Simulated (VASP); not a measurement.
A run of VASP 6.6.1 is set up as follows.

File INCAR:

```
SYSTEM = Be
ALGO = Fast ; EDIFF = 1E-7
EDIFFG = -0.04 ; ENCUT = 600
GGA = PE ; IBRION = 2
ISIF = 3 ; ISMEAR = 0
LASPH = .True. ; LCHARG = .False.
LREAL = .False. ; LWAVE = .False.
NELM = 100 ; NSW = 90
PREC = Accurate ; SIGMA = 0.1
```

Contents of KPOINTS:

```
k-points
0
Gamma
  10 10 6
  0 0 0
```

File POSCAR:

```
Be
1.0
    1.7601696500      0.0000000000      0.0000000000
    0.0000000000      1.7601696500      0.0000000000
    0.0000000000      0.0000000000      2.9695564400
Be
1
Direct
    0.5000000000      0.5000000000      0.0000000000
```

Potentials or basis: VASP PAW PBE potentials, release 64 (Be).

Command:

```sh
$ cat potpaw_PBE.64/Be/POTCAR > POTCAR
$ mpirun -np 1 vasp_std > vasp.out
```

Estimate the relaxed volume.

11.37 Å³/atom.

Estimate the relaxed cell.

a = 2.009 Å, b = 2.009 Å, c = 2.818 Å, α = 90.00°, β = 90.00°, γ = 90.00°.

Step by step:
| step | energy change (eV) | largest force (eV/Å) | pressure (GPa) | volume (Å³) |
| --- | --- | --- | --- | --- |
| 1 | 0.0000 | 0.0000 | 40.83 | 9.20 |
| 2 | -0.4646 | 0.0000 | -6.17 | 12.54 |
| 3 | -0.4858 | 0.0000 | -0.70 | 11.78 |
| 4 | -0.4860 | 0.0000 | -1.21 | 11.84 |
| 5 | -0.4880 | 0.0000 | -0.96 | 11.70 |
| 6 | -0.4896 | 0.0000 | -0.51 | 11.49 |
| 7 | -0.4897 | 0.0000 | -0.40 | 11.44 |
| 8 | -0.4897 | 0.0000 | 0.19 | 11.37 |

Caveat: the volume moved by over 15 % at a fixed basis, so the end points are rough.
